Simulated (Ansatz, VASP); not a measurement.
Two plane-wave programs on V

```
V
1.0
     0.00000    1.84922    1.84922
     1.84922    0.00000    1.84922
     1.84922    1.84922    0.00000
V
1
Direct
  0.00000 0.00000 0.00000
```

Alike in both runs: task single point; functional PBE; k mesh 18 × 18 × 18; occupations gaussian, width 0.1 eV; no spin polarisation.

```csv
,VASP,Ansatz
version,VASP 6.6.1,Ansatz 0.2.0
potentials or method,"VASP PAW PBE potentials, release 64 (V_sv), cutoff 520 eV","scalar-relativistic, plane waves, PAW"
valence electrons in the cell,13,13
```

Ansatz gave:

| Item | Value |
| --- | --- |
| gap on the k mesh at the Fermi level (eV) | none |
| pressure (GPa) | 19.9 |

Task: What did VASP give for the same quantities?

Result: gap on the k mesh at the Fermi level (eV): none; pressure (GPa): 20.2.

A gap of «none» marks a metal or a gap that the smearing closes. The functional is the same, so the differences come from potentials, cutoffs and numerics.
